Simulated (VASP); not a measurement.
**SiC: single point with r2SCAN**

Crystal: SiC.

```
Si C
1.0
     3.19559    0.00000    0.00000
     0.00000    3.19559    0.00000
     0.00000    0.00000    4.45501
Si C
2 2
Direct
  0.00000 0.50000 0.26793
  0.50000 0.00000 0.73207
  0.00000 0.00000 0.00000
  0.50000 0.50000 0.00000
```

```json
{
  "Program": "VASP 6.6.1",
  "Task": "single point",
  "Functional": "r2SCAN",
  "Potentials or basis": "VASP PAW PBE potentials, release 64 (Si, C)",
  "Cutoff": "520 eV",
  "k mesh": "14 × 14 × 10",
  "Occupations": "gaussian, width 0.1 eV",
  "Spin": "no spin polarisation",
  "Dipole correction": "no",
  "Further INCAR settings": "ALGO = Normal; EDIFF = 1e-07; NBANDS = 16"
}
```

```json
{
  "Pressure": "0.1 GPa",
  "Largest force": "0.007 eV/Å",
  "Band gap on the k mesh": "zero (band 8 reaches 10.36 eV, above the bottom of band 9 at 6.35 eV)"
}
```

Forces on the atoms (eV/Å):
```
Si   0.000  0.000  0.007
Si   0.000  0.000 -0.007
C    0.000  0.000  0.000
C    0.000  0.000  0.000
```

Stress tensor (GPa, compression positive):
```
0.13 0.00 0.00
0.00 0.13 0.00
0.00 0.00 0.04
```

Levels at points of the mesh, in eV from the Fermi level:
```csv
k point,band 4,band 5,band 6,band 7,band 8,band 9,band 10,band 11,band 12,band 13
"(0.00, 0.00, 0.00)",-7.01,-6.01,-6.01,-0.48,2.36,2.36,2.94,5.54,5.76,5.76
"(0.50, 0.00, 0.00)",-5.93,-3.55,-3.55,-2.92,-2.92,-0.98,-0.98,8.15,8.15,8.30
"(0.50, 0.50, 0.00)",-10.24,-4.42,-4.42,-1.12,-1.12,0.66,0.66,3.69,3.69,5.25
"(0.00, 0.00, 0.50)",-5.89,-5.89,-1.98,-0.99,1.48,1.66,1.66,3.79,4.56,4.56
"(0.50, 0.00, 0.50)",-8.03,-2.81,-2.81,-1.10,-1.10,0.45,0.45,5.89,5.89,6.48
"(0.50, 0.50, 0.50)",-10.03,-5.73,-5.73,-2.83,-2.83,4.40,4.40,5.27,5.27,8.51
```

Run time: 5 min on 1 thread of Intel(R) Xeon(R) Platinum 8488C (Sapphire Rapids), on a shared host, peak memory 0.25 GiB.

Caveat: the PAW data sets were made with another functional, which shifts forces and pressure a little.
